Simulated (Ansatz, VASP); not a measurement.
## Rh in VASP and in Ansatz

Contents of POSCAR:

```
Rh
1.0
    0.0000000000      1.8480638943      1.8480638943
    1.8480638943      0.0000000000      1.8480638943
    1.8480638943      1.8480638943      0.0000000000
Rh
1
Direct
    0.0000000000      0.0000000000      0.0000000000
```

Contents of INCAR.step1:

```
SYSTEM = Rh
PREC = Accurate
ENCUT = 520
ISMEAR = -1
SIGMA = 0.05
LREAL = .FALSE.
LASPH = .TRUE.
NELM = 150
ISPIN = 2
MAGMOM = 1
LMAXMIX = 4
NBANDS = 18
GGA = PE
ALGO = Normal
EDIFF = 1E-4
LWAVE = .TRUE.
LCHARG = .FALSE.
```

The input INCAR.step2:

```
SYSTEM = Rh
PREC = Accurate
ENCUT = 520
EDIFF = 1E-6
ISMEAR = -1
SIGMA = 0.05
LREAL = .FALSE.
LASPH = .TRUE.
NELM = 150
ALGO = Normal
ISIF = 2
LWAVE = .FALSE.
LCHARG = .FALSE.
ISPIN = 2
MAGMOM = 1
LORBIT = 11
LMAXMIX = 4
METAGGA = R2SCAN
LMIXTAU = .TRUE.
NBANDS = 18
ISTART = 1
```

Contents of KPOINTS:

```
Automatic mesh
0
G
  23 23 23
  0 0 0
```

Input for Ansatz:

```yaml
crystal:
  lattice:
    - [0.0, 1.8480638943, 1.8480638943]
    - [1.8480638943, 0.0, 1.8480638943]
    - [1.8480638943, 1.8480638943, 0.0]
  atoms:
    - { symbol: Rh, position: [0.0, 0.0, 0.0], spin: 1.0 }
hamiltonian:
  xc: r2scan
  pseudopotentials:
    kind: paw
    azcp:
      Rh: "pseudopotentials/Rh.paw.azcp"
basis:
  ecutwfc: 500
  fft_grid_basis: typed
kpoints:
  mp_grid: { grid: [23, 23, 23], shift: [0, 0, 0] }
magnetization:
  spin_polarized: true
scf:
  occupations: { method: fermi_dirac, width: 0.05 }
output:
  stress: true
```

Alike in both runs: task single point; functional r2SCAN; k mesh 23 × 23 × 23; occupations fermi-dirac, width 0.05 eV; collinear spin.

|  | VASP | Ansatz |
| --- | --- | --- |
| version | VASP 6.6.1 | Ansatz 0.2.0 |
| potentials or method | VASP PAW PBE potentials, release 64 (Rh_pv), cutoff 520 eV | plane waves (500 eV) with PAW, scalar-relativistic |
| valence electrons in the cell | 15 | 17 |

|  | VASP | Ansatz | Ansatz less VASP |
| --- | --- | --- | --- |
| net moment per atom (μB) | 0.00 | 0.00 | 0.000 |

VASP's potentials were made for PBE, not for r2SCAN. VASP's potentials hold 15 valence electrons a cell and Ansatz's 17, so a difference there can come from the potentials and not from the codes. Ansatz's warnings: seeded moment not kept, stability check not made.
